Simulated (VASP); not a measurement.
NaCl: single point with LDA

NaCl:

```xyz
2
Lattice="3.3697 0.0000 0.0000 0.0000 3.3697 0.0000 0.0000 0.0000 3.3697" Properties=species:S:1:pos:R:3 pbc="T T T"
Na    0.0000    0.0000    0.0000
Cl    1.6849    1.6849    1.6849
```

```yaml
Program: VASP 6.6.1
Task: single point
Functional: LDA
Potentials_or_basis: VASP PAW LDA potentials, release 64 (Na_pv, Cl)
Cutoff: 520 eV
k_mesh: 8 × 8 × 8
Occupations: gaussian, width 0.05 eV
Spin: no spin polarisation
Dipole_correction: no
Further_INCAR_settings: ALGO = Normal; EDIFF = 1e-07; NBANDS = 14
```

| Item | Value |
| --- | --- |
| Pressure | -0.1 GPa |
| Band gap on the k mesh | 4.01 eV, indirect (least direct gap 4.62 eV) |

Levels at points of the mesh, in eV from the valence-band top:
```csv
k point,band 4,band 5,band 6,band 7,band 8,band 9,band 10,band 11
"(0.00, 0.00, 0.00)",-13.76,-0.61,-0.61,-0.61,4.01,8.12,8.12,16.23
"(0.50, 0.00, 0.00)",-13.25,-3.61,-0.33,-0.33,6.92,9.05,10.24,11.87
"(0.50, 0.50, 0.00)",-12.90,-2.78,-2.78,0.00,5.14,9.83,11.41,11.41
"(0.50, 0.50, 0.50)",-12.52,-2.29,-2.29,-2.29,6.75,6.75,6.75,12.19
```

Run time: 12 s on 1 thread of Intel Xeon 8259CL, on a shared host, peak memory 0.14 GiB.

A k mesh can miss the band edges.
